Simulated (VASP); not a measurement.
Set up this calculation in VASP 6.6.1, as the native input.

```yaml
Task: single point
Functional: r2SCAN
Potentials_or_basis: VASP PAW PBE potentials, release 64 (Zn, S)
Cutoff: 520 eV
k_mesh: 12 × 12 × 4
Occupations: gaussian, width 0.01 eV
Spin: no spin polarisation
Dipole_correction: no
Further_INCAR_settings: ALGO = Normal; EDIFF = 1e-06; NBANDS = 26
```

ZnS:

```
Zn S
1.0
     3.80545    0.00000    0.00000
    -1.90273    3.29562    0.00000
     0.00000    0.00000    6.24399
Zn S
2 2
Direct
  0.33333 0.66667 0.00034
  0.66667 0.33333 0.50034
  0.33333 0.66667 0.37466
  0.66667 0.33333 0.87466
```

One way to write it, as run:

POSCAR

```
ZnS
1.0
    3.8054508512      0.0000000000      0.0000000000
   -1.9027254256      3.2956171100      0.0000000000
    0.0000000000      0.0000000000      6.2439931002
Zn S
2 2
Direct
    0.3333333333      0.6666666667      0.0003381267
    0.6666666667      0.3333333333      0.5003381267
    0.3333333333      0.6666666667      0.3746618733
    0.6666666667      0.3333333333      0.8746618733
```

INCAR.step1

```
SYSTEM = ZnS
ALGO = Normal ; EDIFF = 1E-4
ENCUT = 520 ; GGA = PE
ISMEAR = 0 ; LASPH = .TRUE.
LCHARG = .FALSE. ; LREAL = .FALSE.
LWAVE = .TRUE. ; NBANDS = 26
NELM = 80 ; PREC = Accurate
SIGMA = 0.01
```

INCAR.step2

```
SYSTEM = ZnS
ALGO = Normal ; EDIFF = 1E-6
ENCUT = 520 ; ISIF = 2
ISMEAR = 0 ; ISTART = 1
LASPH = .TRUE. ; LCHARG = .FALSE.
LMIXTAU = .TRUE. ; LREAL = .FALSE.
LWAVE = .FALSE. ; METAGGA = R2SCAN
NBANDS = 26 ; NELM = 80
PREC = Accurate ; SIGMA = 0.01
```

KPOINTS

```
k-points
0
G
  12 12 4
  0 0 0
```

Potentials or basis: VASP PAW PBE potentials, release 64 (Zn, S).

The run is started by

```console
$ cat potpaw_PBE.64/Zn/POTCAR potpaw_PBE.64/S/POTCAR > POTCAR
$ cp INCAR.step1 INCAR
$ mpirun -np 1 vasp_std > vasp.out
$ cp INCAR.step2 INCAR
$ mpirun -np 1 vasp_std > vasp.out
```

Results of the run:

The pressure is 0.1 GPa and the band gap on the k mesh is 2.79 eV, direct.

Caveat: the PAW data sets were made with another functional, which shifts forces and pressure a little.

Wall time 2.7 min on 1 thread of Intel(R) Xeon(R) 6975P-C (Granite Rapids) (shared host), peak memory 0.25 GiB.
